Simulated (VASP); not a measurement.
HC6: single point with LDA

System: HC6, a wire with vacuum.

```
C H
1.0
     4.88891    0.00000    0.00000
    -1.22223    8.78428    0.00000
     0.00000    0.00000   22.74730
C H
12 2
Direct
  0.01936 0.07744 0.17585
  0.51936 0.07744 0.17585
  0.27420 0.09680 0.20595
  0.77420 0.09680 0.20595
  0.28388 0.13552 0.26617
  0.78388 0.13552 0.26617
  0.03862 0.15447 0.29549
  0.53862 0.15447 0.29549
  0.04882 0.19529 0.35836
  0.54882 0.19529 0.35836
  0.30311 0.21243 0.38454
  0.80311 0.21243 0.38454
  0.04882 0.12870 0.44653
  0.04882 0.26187 0.44653
```

- Program: VASP 6.6.1
- Task: single point
- Functional: LDA
- Potentials or basis: VASP PAW LDA potentials, release 64 (C, H)
- Cutoff: 520 eV
- k mesh: 6 × 3 × 1
- Occupations: gaussian, width 0.1 eV
- Spin: no spin polarisation

```
Largest force          : 3.250 eV/Å
Band gap on the k mesh : 0.03 eV
```

Forces in eV/Å, atoms in the order of the input:
```
C   -0.007  0.370  1.789
C    0.010  0.526  1.688
C    0.043 -0.801 -3.062
C   -0.048 -0.824 -3.076
C    0.116  0.217  1.006
C   -0.112  0.256  1.032
C    0.009  0.626  0.824
C   -0.007  0.220  0.491
C   -0.039 -0.343 -2.255
C    0.062 -0.262 -0.797
C   -0.765 -0.600  1.465
C    0.843  0.038  1.576
H    0.349  3.221 -0.249
H   -0.455 -2.644 -0.432
```

Levels at points of the mesh, in eV from the valence-band top:
| k point | band 21 | band 22 | band 23 | band 24 | band 25 | band 26 | band 27 | band 28 | band 29 | band 30 |
| --- | --- | --- | --- | --- | --- | --- | --- | --- | --- | --- |
| (0.00, 0.00, 0.00) | -2.29 | -2.24 | -1.40 | -0.20 | -0.06 | 0.05 | 0.81 | 1.14 | 2.15 | 2.78 |
| (0.50, 0.00, 0.00) | -3.78 | -1.93 | -1.84 | -0.96 | 0.00 | 0.03 | 1.02 | 2.52 | 2.83 | 3.57 |

It took 22 min on 1 thread of Oxide Virtual Turin-like Processor, on a shared host, peak memory 0.75 GiB.
